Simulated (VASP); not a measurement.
Runs of VASP 6.6.1 on Co. The structure is that of space group P6_3/mmc (No. 194), or close to it. The cells are those of the table. 

```csv
task,cell,cutoff (eV),gap on the mesh (eV),pressure (GPa)
single point,"a = 2.454, b = 2.454, c = 3.959 Å, angles 90.0, 90.0, 120.0°, 2 atoms",520,none,(a)
single point,"a = 2.486, b = 2.486, c = 4.010 Å, angles 90.0, 90.0, 120.0°, 2 atoms",520,none,(b)
relaxation of shape and atoms at fixed volume,"relaxed from a = 2.421, b = 2.421, c = 3.905 Å, angles 90.0, 90.0, 120.0°, 2 atoms",600,none,10.5
single point,"a = 2.470, b = 2.470, c = 3.985 Å, angles 90.0, 90.0, 120.0°, 2 atoms",520,none,-5.4
relaxation of shape and atoms at fixed volume,"relaxed from a = 2.438, b = 2.438, c = 3.932 Å, angles 90.0, 90.0, 120.0°, 2 atoms",600,none,4.9
single point,"a = 2.421, b = 2.421, c = 3.906 Å, angles 90.0, 90.0, 120.0°, 2 atoms",520,none,10.3
single point,"a = 2.438, b = 2.438, c = 3.932 Å, angles 90.0, 90.0, 120.0°, 2 atoms",520,none,4.7
```

Alike in all rows: level PBE; potentials or basis VASP PAW PBE potentials, release 64 (Co); no spin polarisation; k mesh 20 × 20 × 12; smearing gaussian 0.05 eV.

Estimate the missing entries.

(a) -0.8; (b) -9.6.

Caveats: the run has no spin polarisation, though such a crystal can be magnetic; the cell stands under tension (at least some runs); the cell stands under pressure (at least some runs).

A gap of «none» marks levels without a gap at the run's occupations.
